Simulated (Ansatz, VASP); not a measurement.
Two plane-wave programs on Au

Contents of POSCAR:

```
Au
1.0
   -1.5967457828      1.5967457828      1.5558035833
    1.5967457828     -1.5967457828      1.5558035833
    1.5967457828      1.5967457828     -1.5558035833
Au
1
Direct
    0.0000000000      0.0000000000      0.0000000000
```

INCAR.step1

```
PREC = Accurate ; ENCUT = 520
ISMEAR = 0 ; SIGMA = 0.15
LREAL = F ; LASPH = T
NELM = 60 ; NBANDS = 12
GGA = PE ; ALGO = Normal
EDIFF = 1E-4 ; LWAVE = T
LCHARG = F
```

File INCAR.step2:

```
PREC = Accurate ; ENCUT = 520
EDIFF = 1E-6 ; ISMEAR = 0
SIGMA = 0.15 ; LREAL = F
LASPH = T ; NELM = 60
ALGO = Normal ; ISIF = 2
LWAVE = F ; LCHARG = T
METAGGA = R2SCAN ; LMIXTAU = T
LELF = T ; LVHAR = T
NBANDS = 12 ; ISTART = 1
```

Contents of KPOINTS:

```
regular mesh
0
Gamma
  26 26 26
```

Input for Ansatz:

```yaml
crystal:
  lattice:
    - [-1.5967457828, 1.5967457828, 1.5558035833]
    - [1.5967457828, -1.5967457828, 1.5558035833]
    - [1.5967457828, 1.5967457828, -1.5558035833]
  atoms:
    - { symbol: Au, position: [0.0, 0.0, 0.0] }
basis:
  ecutwfc: 500
kpoints:
  mp_grid: { grid: [26, 26, 26] }
hamiltonian:
  xc: r2scan
scf:
  occupations: { method: gaussian, width: 0.15 }
output:
  forces: true
  stress: true
  eigenvalues: true
  write_density: true
  write_potential: true
  elf: true
  volumetric_format: npy
```

Change from the starting cell: strain -0.025 along x and y, -0.050 along z, atoms carried along.

Alike in both runs: task single point; functional r2SCAN; k mesh 26 × 26 × 26; occupations gaussian, width 0.15 eV; no spin polarisation.

|  | VASP | Ansatz |
| --- | --- | --- |
| version | VASP 6.6.1 | Ansatz 0.2.0 |
| potentials or method | VASP PAW PBE potentials, release 64 (Au), cutoff 520 eV | scalar-relativistic, plane waves, PAW |
| valence electrons in the cell | 11 | 19 |

```tsv
	VASP	Ansatz	Ansatz less VASP
gap on the k mesh at the Fermi level (eV)	none	none	-
pressure (GPa)	21.8	21.3	-0.57
```

VASP's potentials were made for PBE, not for r2SCAN. A gap of «none» marks a metal or a gap that the smearing closes. VASP's potentials hold 11 valence electrons a cell and Ansatz's 19, so a difference there can come from the potentials and not from the codes.

Spin-orbit coupling is off throughout.
